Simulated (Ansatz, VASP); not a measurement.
# H in VASP and in Ansatz

```
H
1.0
     2.64964    0.00000    0.00000
     0.00000    2.64964    0.00000
     0.00000    0.00000    1.01971
H
1
Direct
  0.00000 0.00000 0.50000
```

Change from the starting cell: strain +0.000 along x and y, +0.040 along z, atoms carried along.

Alike in both runs: task single point; functional PBEsol; k mesh 10 × 10 × 26; occupations gaussian, width 0.05 eV; no spin polarisation.

|  | VASP | Ansatz |
| --- | --- | --- |
| version | VASP 6.6.1 | Ansatz 0.2.0 |
| potentials or method | VASP PAW PBE potentials, release 64 (H), cutoff 520 eV | scalar-relativistic, plane waves, PAW |
| valence electrons in the cell | 1 | 1 |

```csv
,VASP,Ansatz,Ansatz less VASP
gap on the k mesh at the Fermi level (eV),none,none,-
pressure (GPa),-2.3,-2.0,+0.25
"traceless stress, the component that is largest in VASP (GPa)",-7.38,-7.37,+0.003
```

VASP's potentials were made for PBE, not for PBEsol. A gap of «none» marks a metal or a gap that the smearing closes.
